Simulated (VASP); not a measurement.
# SnO2 (fluorite type) (Fm-3m) in VASP: notebook, part 2 of 2

VASP 6.6.1. The steps go on from the part before.

## (3) Single point, PBE

The input, INCAR:

```
  PREC = Accurate
  ENCUT = 520
  EDIFF = 1E-6
  ISMEAR = -1
  SIGMA = 0.05
  LREAL = False
  LASPH = True
  NELM = 60
  ALGO = Normal
  ISIF = 2
  LWAVE = False
  LCHARG = True
  GGA = PE
  LELF = True
  LVHAR = True
  NBANDS = 20
```

The input, KPOINTS:

```
Automatic mesh
0
Gamma
  11 11 11
```

The input, POSCAR:

```
SnO2
1.0
    0.0000000000      2.4837413800      2.4837413800
    2.4837413800      0.0000000000      2.4837413800
    2.4837413800      2.4837413800      0.0000000000
Sn O
1 2
Direct
    0.0000000000      0.0000000000      0.0000000000
    0.2500000000      0.2500000000      0.2500000000
    0.7500000000      0.7500000000      0.7500000000
```

Potentials or basis: VASP PAW PBE potentials, release 64 (Sn_d, O).

Launch:

```sh
$ cat potpaw_PBE.64/Sn_d/POTCAR potpaw_PBE.64/O/POTCAR > POTCAR
$ mpirun -np 1 vasp_std > vasp.out
```

Wall time 64 s (1 thread of Intel Xeon 8259CL, shared host); peak memory 0.18 GiB.

Results (log left out):

```
Free energy            : -17.6579 eV
Pressure               : 26.0 GPa
Band gap on the k mesh : 0.96 eV (least direct gap 2.42 eV)
```

Levels at points of the mesh, in eV from the valence-band top:
```tsv
k point	band 10	band 11	band 12	band 13	band 14	band 15	band 16	band 17
(0.00, 0.00, 0.00)	-3.05	-1.46	-1.46	-1.46	0.96	7.38	7.38	7.38
```

Caveat: the cell stands under pressure; spin-orbit coupling is left out, which moves the levels of the heavy elements; an odd mesh through Γ misses points on the zone boundary, where band edges can lie.

## (4) Relaxation of cell and atoms, PBE, target pressure 25 GPa, at which the enthalpy is minimised

The input, INCAR:

```
SYSTEM = SnO2
PREC = Accurate ; ENCUT = 600
EDIFF = 1E-6 ; ISMEAR = -1
SIGMA = 0.05 ; LREAL = .False.
LASPH = .True. ; NELM = 60
ALGO = Normal ; ISIF = 3
LWAVE = .False. ; LCHARG = .False.
GGA = PE ; IBRION = 2
NSW = 32 ; EDIFFG = -0.005
PSTRESS = 250.0
```

The input, KPOINTS:

```
Automatic mesh
0
Gamma
  11 11 11
  0 0 0
```

The input, POSCAR:

```
SnO2
1.0
    0.0000000000      2.4839429628      2.4839429628
    2.4839429628      0.0000000000      2.4839429628
    2.4839429628      2.4839429628      0.0000000000
Sn O
1 2
Direct
    0.0000000000      0.0000000000      0.0000000000
    0.2500000000      0.2500000000      0.2500000000
    0.7500000000      0.7500000000      0.7500000000
```

Potentials or basis: VASP PAW PBE potentials, release 64 (Sn_d, O).

Launch:

```sh
$ cat potpaw_PBE.64/Sn_d/POTCAR potpaw_PBE.64/O/POTCAR > POTCAR
$ mpirun -np 1 vasp_std > vasp.out
```

OUTCAR:

```text
SYSTEM = SnO2
   PREC = Accurate
   ENCUT = 600
   EDIFF = 1E-6
   ISMEAR = -1
   LREAL = .False.
   LASPH = .True.
   NELM = 60
   ISIF = 3
   GGA = PE
   IBRION = 2
   NSW = 32
   EDIFFG = -0.005
   PSTRESS = 250.0

 ion  position               nearest neighbor table
   1  0.000  0.000  0.000-   3 2.15   3 2.15   3 2.15   2 2.15   2 2.15   2 2.15   3 2.15   2 2.15

   2  0.250  0.250  0.250-   1 2.15   1 2.15   1 2.15   1 2.15
   3  0.750  0.750  0.750-   1 2.15   1 2.15   1 2.15   1 2.15

  LATTYP: Found a face centered cubic cell.
 ALAT       =     4.9678859256

  Lattice vectors:

 A1 = (   0.0000000000,   2.4839429628,   2.4839429628)
 A2 = (   2.4839429628,   0.0000000000,   2.4839429628)
 A3 = (   2.4839429628,   2.4839429628,   0.0000000000)
[... 259 lines left out ...]
  ext. energy  EPLUGINS =         0.00000000
  ---------------------------------------------------
  free energy    TOTEN  =       -17.67574799 eV

  energy without entropy =      -17.67574687  energy(sigma->0) =      -17.67574743

 E-fermi :   9.4045     XC(G=0): -12.2394

 val. band max:        8.8334443376   @ k =  -0.2727   0.4545   0.1818
 cond. band min:       9.7677309412   @ k =   0.0000   0.0000   0.0000
 fundamental gap:      0.9342866036
 Fermi energy:         9.4044794370

 k-point     1 :       0.0000    0.0000    0.0000
  band No.  band energies     occupation
      1     -11.6749      2.00000
      2     -11.6749      2.00000
      3     -11.6749      2.00000
      4     -11.4663      2.00000
      5     -11.4663      2.00000
      6     -11.3936      2.00000
[... 457 lines left out ...]
      4     -11.4821      2.00000
      5     -11.4622      2.00000
      6     -10.2522      2.00000
[... 9 lines left out ...]
     16      17.9309      0.00000
     17      18.8459      0.00000

 [... further k-points ...]

------------------------ aborting loop because EDIFF is reached ----------------------------------------

  FORCE on cell =-STRESS in cart. coord.  units (eV):
  Direction    XX          YY          ZZ          XY          YZ          ZX
  --------------------------------------------------------------------------------------
  -------------------------------------------------------------------------------------
  Total        4.7887525      4.7887525      4.7887525      0.0000000      0.0000000     -0.0000000
  in kB      249.7370975    249.7370975    249.7370975      0.0000000      0.0000000     -0.0000000
  external PRESSURE =      -0.2629025 kB  Pullay stress =     250.0000000 kB
[... 22 lines left out ...]
  energy  without entropy=      -17.6757468720  energy(sigma->0) =      -17.67574743

  enthalpy is  TOTEN    =       -12.8819542574 eV   P V=        4.7937937346

 reached required accuracy - stopping structural energy minimisation
```

OSZICAR:

```text
N       E                     dE             d eps       ncg     rms          rms(c)
DAV:   1     0.248371121399E+03    0.24837E+03   -0.15366E+04  1962   0.268E+03
DAV:   2    -0.926040414955E+00   -0.24930E+03   -0.24341E+03  2257   0.531E+02
DAV:   3    -0.204931655081E+02   -0.19567E+02   -0.19467E+02  2126   0.143E+02
[... 22 lines left out ...]
DAV:   2    -0.176762601057E+02    0.22540E-02   -0.53729E-03  2410   0.125E+00    0.132E-01
DAV:   3    -0.176757877586E+02    0.47235E-03   -0.98284E-04  2423   0.949E-01    0.344E-02
DAV:   4    -0.176757463898E+02    0.41369E-04   -0.13758E-04  2842   0.341E-01    0.717E-03
DAV:   5    -0.176757470865E+02   -0.69672E-06   -0.22822E-05  2003   0.508E-02    0.339E-03
DAV:   6    -0.176757479919E+02   -0.90542E-06   -0.15583E-06  1713   0.159E-02
   3 F= -.12881954E+02 E0= -.12881954E+02  d E =-.150141E-03
```

CONTCAR:

```text
SnO2
   1.00000000000000
     0.0000000000000000    2.4858407735147550    2.4858407735147550
     2.4858407735147550    0.0000000000000000    2.4858407735147550
     2.4858407735147550    2.4858407735147550    0.0000000000000000
  Sn              O
     1     2
Direct
     0.0000000000000000    0.0000000000000000    0.0000000000000000
     0.2500000000000000    0.2500000000000000    0.2500000000000000
     0.7500000000000000    0.7500000000000000    0.7500000000000000

  0.00000000E+00  0.00000000E+00  0.00000000E+00
  0.00000000E+00  0.00000000E+00  0.00000000E+00
  0.00000000E+00  0.00000000E+00  0.00000000E+00
```

Wall time 100 s (1 thread of Intel Xeon 8259CL, shared host); peak memory 0.18 GiB.

What came out:

```
Free energy                                                : -17.6757 eV
Relaxed volume                                             : 10.24 Å³/atom
Relaxed cell                                               : a = 3.516 Å, b = 3.516 Å, c = 3.516 Å, α = 60.00°, β = 60.00°, γ = 60.00°
Space group after relaxing (to 0.1 Å)                      : Fm-3m (No. 225)
Energy change on relaxing (the run minimises the enthalpy) : -3.7 meV/atom
Ionic steps                                                : 3
Pressure after relaxing                                    : 25.0 GPa
Band gap on the k mesh                                     : 0.93 eV (least direct gap 2.39 eV)
```

The path:
```tsv
step	energy change (eV)	largest force (eV/Å)	pressure (GPa)	volume (Å³)
1	0.0000	0.0000	25.67	30.65
2	-0.0295	0.0000	23.83	30.84
3	-0.0111	0.0000	24.97	30.72
```

Final structure:
```
CELL_PARAMETERS angstrom
0.00000 2.48584 2.48584
2.48584 0.00000 2.48584
2.48584 2.48584 0.00000
ATOMIC_POSITIONS crystal
Sn 0.00000 0.00000 0.00000
O 0.25000 0.25000 0.25000
O 0.75000 0.75000 0.75000
```

Caveat: the cell is relaxed towards a set pressure, so the run minimises the enthalpy, not the energy; spin-orbit coupling is left out, which moves the levels of the heavy elements; an odd mesh through Γ misses points on the zone boundary, where band edges can lie.

## (5) Relaxation of cell and atoms, PBE, target pressure 25 GPa, at which the enthalpy is minimised

This run uses another cell than the first one, of 11.32 Å³/atom.

The input, INCAR:

```
PREC = Accurate ; ENCUT = 600
EDIFF = 1E-6 ; ISMEAR = -1
SIGMA = 0.05 ; LREAL = False
LASPH = True ; NELM = 100
ALGO = Normal ; ISIF = 3
LWAVE = False ; LCHARG = False
GGA = PE ; IBRION = 2
NSW = 60 ; EDIFFG = -0.005
PSTRESS = 250.0
```

The input, KPOINTS:

```
Automatic mesh
0
Gamma
  11 11 11
```

The input, POSCAR:

```
SnO2
1.0
    0.0000000000      2.5701017540      2.5701017540
    2.5701017540      0.0000000000      2.5701017540
    2.5701017540      2.5701017540      0.0000000000
Sn O
1 2
Direct
    0.0000000000      0.0000000000      0.0000000000
    0.2500000000      0.2500000000      0.2500000000
    0.7500000000      0.7500000000      0.7500000000
```

Launch:

```sh
$ cat potpaw_PBE.64/Sn_d/POTCAR potpaw_PBE.64/O/POTCAR > POTCAR
$ mpirun -np 1 vasp_std > vasp.out
```

It took 5.5 min on 1 thread of Intel Xeon 8259CL, shared host; peak memory 0.21 GiB.

The run converged. Its results:

| Item | Value |
| --- | --- |
| Free energy | -17.6852 eV |
| Relaxed volume | 10.24 Å³/atom |
| Relaxed cell | a = 3.515 Å, b = 3.515 Å, c = 3.515 Å, α = 60.00°, β = 60.00°, γ = 60.00° |
| Space group after relaxing (to 0.1 Å) | Fm-3m (No. 225) |
| Energy change on relaxing (the run minimises the enthalpy) | +78.7 meV/atom |
| Ionic steps | 9 |
| Pressure after relaxing | 24.9 GPa |
| Band gap on the k mesh | 0.94 eV (least direct gap 2.39 eV) |

Step by step:
| step | energy change (eV) | largest force (eV/Å) | pressure (GPa) | volume (Å³) |
| --- | --- | --- | --- | --- |
| 1 | 0.0000 | 0.0000 | 0.74 | 33.95 |
| 2 | 1.7606 | 0.0000 | 92.19 | 26.21 |
| 3 | 0.2154 | 0.0000 | 23.67 | 30.85 |
| 4 | 0.2322 | 0.0000 | 24.68 | 30.74 |
| 5 | 0.2419 | 0.0000 | 25.42 | 30.68 |
| 6 | 0.2257 | 0.0000 | 24.30 | 30.79 |
| 7 | 0.2367 | 0.0000 | 25.11 | 30.71 |
| 8 | 0.2352 | 0.0000 | 24.87 | 30.72 |
| 9 | 0.2360 | 0.0000 | 24.94 | 30.72 |

Final structure:
```
Sn O
1.0
     0.00000    2.48573    2.48573
     2.48573    0.00000    2.48573
     2.48573    2.48573    0.00000
Sn O
1 2
Direct
  0.00000 0.00000 0.00000
  0.25000 0.25000 0.25000
  0.75000 0.75000 0.75000
```

Levels at points of the mesh, in eV from the valence-band top:
```
           k point  band 11  band 12  band 13  band 14  band 15  band 16
(0.00, 0.00, 0.00)    -1.46    -1.46    -1.46     0.94     7.38     7.38
```

Caveat: the cell is relaxed towards a set pressure, so the run minimises the enthalpy, not the energy; spin-orbit coupling is left out, which moves the levels of the heavy elements; an odd mesh through Γ misses points on the zone boundary, where band edges can lie.

## (6) Summary

```tsv
task	cell	cutoff (eV)	gap on the mesh (eV)	pressure (GPa)
single point	a = 3.513 Å, angles 60.0°, 3 atoms	520	0.96	26.0
relaxation of cell and atoms	relaxed to 25 GPa from a = 3.513 Å, angles 60.0°, 3 atoms	600	0.93	25.0
relaxation of cell and atoms	relaxed to 25 GPa from a = 3.635 Å, angles 60.0°, 3 atoms	600	0.94	24.9
```

Alike in all rows: level PBE; potentials or basis VASP PAW PBE potentials, release 64 (Sn_d, O); no spin polarisation; k mesh 11 × 11 × 11; smearing fermi-dirac 0.05 eV.

Caveats: spin-orbit coupling is left out, which moves the levels of the heavy elements; an odd mesh through Γ misses points on the zone boundary, where band edges can lie; the cell is relaxed towards a set pressure, so the run minimises the enthalpy, not the energy (at least some runs); the cell stands under pressure (at least some runs).

Total energies depend on the potentials used, so only differences within one code and one set of settings carry meaning.
